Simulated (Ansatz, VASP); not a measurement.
Two plane-wave programs on KI

```
K I
1.0
     0.00000    3.59003    3.59003
     3.59003    0.00000    3.59003
     3.59003    3.59003    0.00000
K I
1 1
Direct
  0.00000 0.00000 0.00985
  0.50000 0.50000 0.50000
```

Alike in both runs: task electric field gradients; functional PBE; k mesh 10 × 10 × 10; occupations fermi-dirac, width 0.03 eV; no spin polarisation.

|  | VASP | Ansatz |
| --- | --- | --- |
| version | VASP 6.6.1 | Ansatz 0.2.0 |
| potentials or method | VASP PAW PBE potentials, release 64 (K_sv, I) | PAW with Ansatz's default frozen-core files, scalar-relativistic |
| plane-wave cutoff (eV) | 520 | 420 |
| valence electrons in the cell | 16 | 26 |

```tsv
	VASP	Ansatz	Ansatz less VASP
gap on the k mesh at the Fermi level (eV)	3.85	3.86	+0.004
pressure (GPa)	0.0	0.0	-0.02
rms of the force components (eV/Å)	0.025	0.025	-0.0002
size of Vzz on the site where it differs most (V/Å²)	0.2	0.2	0.00
```

Atom by atom the forces differ by 0.000 eV/Å (rms over components). VASP's potentials hold 16 valence electrons a cell and Ansatz's 26, so a difference there can come from the potentials and not from the codes.

Neither program's run includes spin-orbit coupling.
